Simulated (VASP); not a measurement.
S, 1 atom in the cell. It takes space group P6/mmm (No. 191, hexagonal). The conventional cell has a = 2.643 Å, b = 2.643 Å, c = 2.229 Å, α = 90.00°, β = 90.00°, γ = 120.00°. S (site symmetry 6/mmm) has 8 S at 2.23 to 2.64 Å within 2.9 Å. 

| Property | Result |
| --- | --- |
| Program | VASP 6.6.1 |
| Task | single point |
| Functional | PBE |
| Potentials or basis | VASP PAW PBE potentials, release 64 (S) |
| Cutoff | 520 eV |
| k mesh | 17 × 17 × 16 |
| Occupations | fermi-dirac, width 0.1 eV |
| Spin | no spin polarisation |
| Dipole correction | no |
| Further INCAR settings | ALGO = Normal; EDIFF = 1e-07; NBANDS = 9 |

Potentials or basis: VASP PAW PBE potentials, release 64 (S).

Launch:

```console
$ cat potpaw_PBE.64/S/POTCAR > POTCAR
$ mpirun -np 1 vasp_std > vasp.out
```

Hardware: 1 thread of AMD EPYC 7R13 Processor (Zen 3) (shared host).

How long does it take, and how much memory?

It took 21 s on 1 thread of AMD EPYC 7R13 Processor (Zen 3), with other jobs on the host, peak memory 0.11 GiB. Counts: scf iterations 11, k points 297.
